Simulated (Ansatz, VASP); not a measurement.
One calculation of AlP, two programs

Contents of INCAR:

```
PREC     = Accurate       # precision mode
ENCUT    = 500            # plane-wave cutoff, eV
EDIFF    = 1E-6           # SCF threshold, eV
ISMEAR   = 0              # smearing method
SIGMA    = 0.01           # smearing width, eV
LREAL    = False          # projectors in reciprocal space
LASPH    = True           # aspherical terms in the spheres
NELM     = 120            # most SCF steps
ALGO     = Normal         # electronic algorithm
ISIF     = 2              # what is computed and relaxed
LWAVE    = False          # write WAVECAR
LCHARG   = True           # write CHGCAR
GGA      = PS             # functional
LELF     = True           # ELF
LVHAR    = True         
NBANDS   = 11             # bands
GGA_COMPAT= False
```

Contents of KPOINTS:

```
Automatic mesh
0
Gamma
  8 8 8
```

POSCAR

```
AlP
1.0
    0.0000000000      2.7351224707      2.7351224707
    2.7351224707      0.0000000000      2.7351224707
    2.7351224707      2.7351224707      0.0000000000
Al P
1 1
Direct
    0.0000000000      0.0000000000      0.0000000000
    0.7500000000      0.7500000000      0.7500000000
```

Input for Ansatz:

```yaml
crystal:
  lattice:
    - [0.0, 2.73512247073, 2.73512247073]
    - [2.73512247073, 0.0, 2.73512247073]
    - [2.73512247073, 2.73512247073, 0.0]
  atoms:
    - { symbol: Al, position: [0.0, 0.0, 0.0] }
    - { symbol: P, position: [0.75, 0.75, 0.75] }
kpoints:
  mp_grid: { grid: [8, 8, 8] }
scf:
  occupations: { method: fixed }
hamiltonian:
  xc: pbesol
  pseudopotentials: { kind: paw }
output:
  forces: true
  stress: true
  eigenvalues: true
  eigenstates:
    nscf_kmesh: { grid: [12, 12, 12] }
    de_dk: true
    e_range: [-9, 11.45279427613]
  optics:
    e_range: [0, 20]
    de: 0.2
    sigma: 0.2
    bands: { spectra_wanted_up_to: 20 }
    nscf_kmesh: { grid: [12, 12, 12] }
checkpoint:
  write: ck
  write_wavefunctions: false
```

Alike in both runs: task single point; functional PBEsol; k mesh 8 × 8 × 8; no spin polarisation.

```csv
,VASP,Ansatz
version,VASP 6.6.1,Ansatz 0.2.0
potentials or method,"VASP PAW PBE potentials, release 64 (Al, P)","PAW with Ansatz's default frozen-core files, scalar-relativistic"
plane-wave cutoff (eV),500,420
occupations,"gaussian, width 0.01 eV",fixed
valence electrons in the cell,8,8
```

```csv
,VASP,Ansatz,Ansatz less VASP
gap on the k mesh at the Fermi level (eV),1.45,1.45,+0.003
pressure (GPa),0.0,0.0,-0.03
```

VASP's potentials were made for PBE, not for PBEsol.
